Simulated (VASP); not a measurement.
# Mn2AlCu3 (P-6m2) in VASP: single point with PBE

Aim: the single point of Mn2AlCu3 with PBE.

All numbers are computed with VASP 6.6.1; they aren't measurements. Logs are shortened: lines on timing, memory, paths and dates and some standing lists are left out, and cuts for length are marked.

## (1) The cell of the first run

The structure is hexagonal, space group P-6m2 (No. 187). The conventional cell has a = 6.032 Å, b = 6.032 Å, c = 4.124 Å, α = 90.00°, β = 90.00°, γ = 120.00°. Within 2.6 Å of Mn (site symmetry 3m) lie 2 Mn at 1.95 to 2.17 Å. Al (site symmetry -6m2) has 3 Cu at 2.17 Å within 2.9 Å. Cu (site symmetry mm2) has 1 Al at 2.17 Å and 2 Cu at 2.27 Å within 2.9 Å.

The cell was built from a structure type or drawn by symmetry, and may not be a known phase.

## (2) Single point, PBE, collinear spin, ferromagnetic start

File INCAR:

```
SYSTEM = Mn2AlCu3
PREC = Accurate
ENCUT = 520
EDIFF = 1E-7
ISMEAR = 0
SIGMA = 0.1
LREAL = .False.
LASPH = .True.
NELM = 150
ALGO = Fast
ISIF = 2
LWAVE = .False.
LCHARG = .False.
ISPIN = 2
MAGMOM = 4 4 0 0 0 0
LORBIT = 11
LMAXMIX = 4
GGA = PE
NBANDS = 44
```

File KPOINTS:

```
Automatic mesh
0
Gamma
  6 6 4
  0 0 0
```

File POSCAR:

```
Mn2AlCu3
1.0
    6.0318937396      0.0000000000      0.0000000000
   -3.0159468698      5.2237732114      0.0000000000
    0.0000000000      0.0000000000      4.1241395835
Mn Al Cu
2 1 3
Direct
    0.3333333333      0.6666666667      0.7631702059
    0.3333333333      0.6666666667      0.2368297941
    0.6666666667      0.3333333333      0.5000000000
    0.8744544349      0.1255455651      0.5000000000
    0.8744544349      0.7489088699      0.5000000000
    0.2510911301      0.1255455651      0.5000000000
```

Potentials or basis: VASP PAW PBE potentials, release 64 (Mn_pv, Al, Cu).

Command:

```
$ cat potpaw_PBE.64/Mn_pv/POTCAR potpaw_PBE.64/Al/POTCAR potpaw_PBE.64/Cu/POTCAR > POTCAR
$ mpirun -np 1 vasp_std > vasp.out
```

OUTCAR:

```text
SYSTEM = Mn2AlCu3
   PREC = Accurate
   ENCUT = 520
   EDIFF = 1E-7
   ISMEAR = 0
   LREAL = .False.
   LASPH = .True.
   NELM = 150
   ISIF = 2
   ISPIN = 2
   LORBIT = 11
   GGA = PE

 ion  position               nearest neighbor table
   1  0.333  0.667  0.763-   2 1.95   2 2.17
   2  0.333  0.667  0.237-   1 1.95   1 2.17
   3  0.667  0.333  0.500-   4 2.17   5 2.17   6 2.17
   4  0.874  0.126  0.500-   3 2.17   5 2.27   6 2.27
   5  0.874  0.749  0.500-   3 2.17   4 2.27   6 2.27
   6  0.251  0.126  0.500-   3 2.17   5 2.27   4 2.27

  LATTYP: Found a hexagonal cell.
 ALAT       =     6.0318937396
 C/A-ratio  =     0.6837221877

  Lattice vectors:

 A1 = (   6.0318937396,   0.0000000000,   0.0000000000)
 A2 = (  -3.0159468698,   5.2237732114,   0.0000000000)
 A3 = (   0.0000000000,   0.0000000000,   4.1241395835)

Analysis of symmetry for initial positions (statically):
=====================================================================
 Subroutine PRICEL returns:
 Original cell was already a primitive cell.

 Routine SETGRP: Setting up the symmetry group for a
 hexagonal supercell.

 Subroutine GETGRP returns: Found 12 space group operations
 (whereof 12 operations were pure point group operations)
 out of a pool of 24 trial point group operations.

The static configuration has the point symmetry D_3h.

Analysis of symmetry for dynamics (positions and initial velocities):
=====================================================================
 Subroutine PRICEL returns:
 Original cell was already a primitive cell.

 Routine SETGRP: Setting up the symmetry group for a
 hexagonal supercell.

 Subroutine GETGRP returns: Found 12 space group operations
 (whereof 12 operations were pure point group operations)
 out of a pool of 24 trial point group operations.

The dynamic configuration has the point symmetry D_3h.

Analysis of structural, dynamic, and magnetic symmetry:
=====================================================================
 Subroutine PRICEL returns:
 Original cell was already a primitive cell.

 Routine SETGRP: Setting up the symmetry group for a
 hexagonal supercell.

 Subroutine GETGRP returns: Found 12 space group operations
 (whereof 12 operations were pure point group operations)
 out of a pool of 24 trial point group operations.

The overall configuration has the point symmetry D_3h.

 Subroutine INISYM returns: Found 12 space group operations
 (whereof 12 operations are pure point group operations),
 and found     1 'primitive' translations

----------------------------------------------------------------------------------------

                                     Primitive cell

  volume of cell :     129.9485

  direct lattice vectors                    reciprocal lattice vectors
     6.031893740  0.000000000  0.000000000     0.165785414  0.095716253  0.000000000
    -3.015946870  5.223773211  0.000000000     0.000000000  0.191432507  0.000000000
     0.000000000  0.000000000  4.124139583     0.000000000  0.000000000  0.242474819

  length of vectors
     6.031893740  6.031893740  4.124139583     0.191432507  0.191432507  0.242474819

  position of ions in fractional coordinates (direct lattice)
     0.333333333  0.666666667  0.763170206
     0.333333333  0.666666667  0.236829794
     0.666666667  0.333333333  0.500000000
     0.874454435  0.125545565  0.500000000
     0.874454435  0.748908870  0.500000000
     0.251091130  0.125545565  0.500000000

  ion indices of the primitive-cell ions
   primitive index   ion index
                 1           1
                 2           2
                 3           3
                 4           4
                 5           5
                 6           6

----------------------------------------------------------------------------------------

 KPOINTS: Automatic mesh

[... 25 lines left out ...]
  0.166667 -0.000000  0.000000      6.000000
  0.333333 -0.000000  0.000000      6.000000
  0.500000  0.000000  0.000000      3.000000
  0.166667  0.166667  0.000000      6.000000
  0.333333  0.166667  0.000000     12.000000
[... 13 lines left out ...]
  0.333333  0.166667  0.500000     12.000000
  0.333333  0.333333  0.500000      2.000000
   k-points           NKPTS =     21   k-points in BZ     NKDIM =     21   number of bands    NBANDS=     44
   number of dos      NEDOS =    301   number of ions     NIONS =      6
   total plane-waves  NPLWV =  73728
   dimension x,y,z NGX =    48 NGY =   48 NGZ =   32
   dimension x,y,z NGXF=    96 NGYF=   96 NGZF=   64
   ions per type =               2   1   3
   NGX,Y,Z   is equivalent  to a cutoff of  13.23, 13.23, 12.90 a.u.
   NGXF,Y,Z  is equivalent  to a cutoff of  26.46, 26.46, 25.80 a.u.
 SYSTEM =  Mn2AlCu3
   PREC   = accura    normal or accurate (medium, high low for compatibility)
   ISTART =      0    job   : 0-new  1-cont  2-samecut
   ICHARG =      2    charge: 1-file 2-atom 10-const
   ISPIN  =      2    spin polarized calculation?
   LNONCOLLINEAR =      F non collinear calculations
   LSORBIT =      F    spin-orbit coupling
   LASPH  =      T    aspherical Exc in radial PAW
   ENCUT  =  520.0 eV  38.22 Ry    6.18 a.u.  11.22 11.22  7.67*2*pi/ulx,y,z
   NELM   =    150;   NELMIN=  2; NELMDL= -5     # of ELM steps
   EDIFF  = 0.1E-06   stopping-criterion for ELM
   LREAL  =      F    real-space projection
   EDIFFG = 0.1E-05   stopping-criterion for IOM
   NSW    =      0    number of steps for IOM
   IBRION =     -1    ionic relax: 0-MD 1-quasi-New 2-CG
   NFREE  =      0    steps in history (QN), initial steepest desc. (CG)
   ISIF   =      2    stress and relaxation
   ISYM   =      2    0-nonsym 1-usesym 2-fastsym
   POTIM  = 0.5000    time-step for ionic-motion
   TEBEG  =    0.0;   TEEND  =   0.0 temperature during run
   PSTRESS=    0.0 pullay stress
   NELECT =      62.0000    total number of electrons
   NUPDOWN=      -1.0000    fix difference up-down
   EMIN   =  10.00;   EMAX   =-10.00  energy-range for DOS
   EFERMI =   0.00;   METHOD = LEGACY
   ISMEAR =     0;   SIGMA  =   0.10  broadening in eV -4-tet -1-fermi 0-gaus
   EFERMI_NEDOS =   21; number of points for ismear=-14 and -15
   IALGO  =     68    algorithm
   IMIX   =      4    mixing-type and parameters
     AMIX     =   0.40;   BMIX     =  1.00
     AMIX_MAG =   1.60;   BMIX_MAG =  1.00
  volume/ion in A,a.u.               =      21.66       146.16
  Fermi-wavevector in a.u.,A,eV,Ry     =   1.279229  2.417392 22.264937  1.636427
  Thomas-Fermi vector in A             =   2.411726
   LORBIT       =     11    0 simple, 1 ext, 2 COOP (PROOUT), +10 PAW based schemes
   GGA     = PE    functional components
   LHFCALC =     F    Hartree Fock is set to
   AEXX    =    0.0000 exact exchange contribution
   IVDW    =     0    specifies the selected vdW correction
   LEPSILON=     F    determine dielectric tensor
   LRPA    =     F    only Hartree local field effects (RPA)
 spin polarized calculation
 RMM-DIIS sequential band-by-band and
 Gauss-broadening in eV      SIGMA  =   0.10
  energy-cutoff  :      520.00
  volume of cell :      129.95
 maximum number of plane-waves:      3531
 NGX is ok and might be reduce to    48
   NGX = 23   NGY = 23   NGZ = 15

 number of electron      61.9999977 magnetization       4.3524618

 Free energy of the ion-electron system (eV)
  ---------------------------------------------------
  ext. energy  EPLUGINS =         0.00000000
  ---------------------------------------------------
  free energy    TOTEN  =       -24.40660159 eV

  energy without entropy =      -24.38818327  energy(sigma->0) =      -24.39739243

 E-fermi :   3.1278     XC(G=0):  -9.3509

 val. band max:        3.1188847707   @ k =   0.5000   0.0000   0.0000
 cond. band min:       3.1309817017   @ k =   0.3333   0.3333   0.0000
 fundamental gap:      0.0120969310
 Fermi energy:         3.1278150859

 spin component 1

 k-point     1 :       0.0000    0.0000    0.0000
  band No.  band energies     occupation
      1     -46.7666      1.00000
      2     -46.1306      1.00000
      3     -46.1306      1.00000
      4     -45.8665      1.00000
      5     -45.8665      1.00000
      6     -44.7021      1.00000
[... 955 lines left out ...]
     42       8.6137      0.00000
     43       9.5115      0.00000
 Fermi energy:         3.1278150859

 spin component 2

 k-point     1 :       0.0000    0.0000    0.0000
  band No.  band energies     occupation
      1     -45.4739      1.00000
      2     -43.5384      1.00000
      3     -43.5384      1.00000
      4     -43.3321      1.00000
      5     -43.2489      1.00000
      6     -43.2489      1.00000
[... 955 lines left out ...]
     42       9.0172      0.00000
     43       9.9136      0.00000
 [bands above 43 left out]

------------------------ aborting loop because EDIFF is reached ----------------------------------------

  FORCE on cell =-STRESS in cart. coord.  units (eV):
  Direction    XX          YY          ZZ          XY          YZ          ZX
  --------------------------------------------------------------------------------------
  -------------------------------------------------------------------------------------
  Total        0.1992530      0.1992530      0.9532890      0.0000000      0.0000000      0.0000000
  in kB        2.4566542      2.4566542     11.7534076      0.0000000      0.0000000      0.0000000
  external PRESSURE =       5.5555720 kB  Pullay stress =       0.0000000 kB

 VOLUME and BASIS-vectors are now :
 -----------------------------------------------------------------------------
  energy-cutoff  :      520.00
  volume of cell :      129.95
      direct lattice vectors                 reciprocal lattice vectors
     6.031893740  0.000000000  0.000000000     0.165785414  0.095716253  0.000000000
    -3.015946870  5.223773211  0.000000000     0.000000000  0.191432507  0.000000000
     0.000000000  0.000000000  4.124139583     0.000000000  0.000000000  0.242474819

 POSITION                                       TOTAL-FORCE (eV/Angst)
 -----------------------------------------------------------------------------------
     -0.00000      3.48252      3.14742        -0.000000     -0.000000     -0.495070
     -0.00000      3.48252      0.97672        -0.000000      0.000000      0.495070
      3.01595      1.74126      2.06207        -0.000000     -0.000000      0.000000
      4.89598      0.65582      2.06207        -0.003689      0.002130      0.000000
      3.01595      3.91213      2.06207        -0.000000     -0.004259     -0.000000
      1.13592      0.65582      2.06207         0.003689      0.002130      0.000000
 -----------------------------------------------------------------------------------
    total drift:                               -0.000001      0.000000     -0.000000

  FREE ENERGIE OF THE ION-ELECTRON SYSTEM (eV)
  ---------------------------------------------------
  free  energy   TOTEN  =       -24.4066015928 eV

  energy  without entropy=      -24.3881832711  energy(sigma->0) =      -24.39739243

 total charge

# of ion       s       p       d       tot
------------------------------------------
    1        0.322   6.179   5.246  11.748
    2        0.322   6.179   5.246  11.748
    3        0.534   0.321   0.000   0.855
    4        0.510   0.278   9.212  10.000
    5        0.510   0.278   9.212  10.000
    6        0.510   0.278   9.212  10.000
--------------------------------------------------
tot          2.708  13.513  38.129  54.350

 magnetization (x)

# of ion       s       p       d       tot
------------------------------------------
    1        0.037   0.019   2.028   2.084
    2        0.037   0.019   2.028   2.084
    3        0.012  -0.025   0.000  -0.012
    4       -0.015  -0.009   0.022  -0.002
    5       -0.015  -0.009   0.022  -0.002
    6       -0.015  -0.009   0.022  -0.002
--------------------------------------------------
tot          0.042  -0.015   4.123   4.150
```

It took 5.1 min on 1 thread of Intel Xeon Platinum 8259CL at 2.50GHz (Skylake/Cascade Lake), shared host; peak memory 0.42 GiB.

What came out:

| Property | Result |
| --- | --- |
| Free energy | -24.4066 eV |
| Pressure | 0.6 GPa |
| Largest force | 0.495 eV/Å |
| Net moment | 4.35 μB per cell |
| Site moments | Mn +2.08; Al -0.01; Cu -0.00 μB |
| Valence electrons inside the program's atomic spheres | Mn 11.75; Al 0.85; Cu 10.00 |

Forces on the atoms (eV/Å):
```
Mn   0.000  0.000 -0.495
Mn   0.000  0.000  0.495
Al   0.000  0.000  0.000
Cu  -0.004  0.002  0.000
Cu   0.000 -0.004  0.000
Cu   0.004  0.002  0.000
```

Caveat: the k points lie up to 0.38 Å⁻¹ apart; atoms lie so close that the PAW spheres overlap strongly, which falsifies energies and pressures.
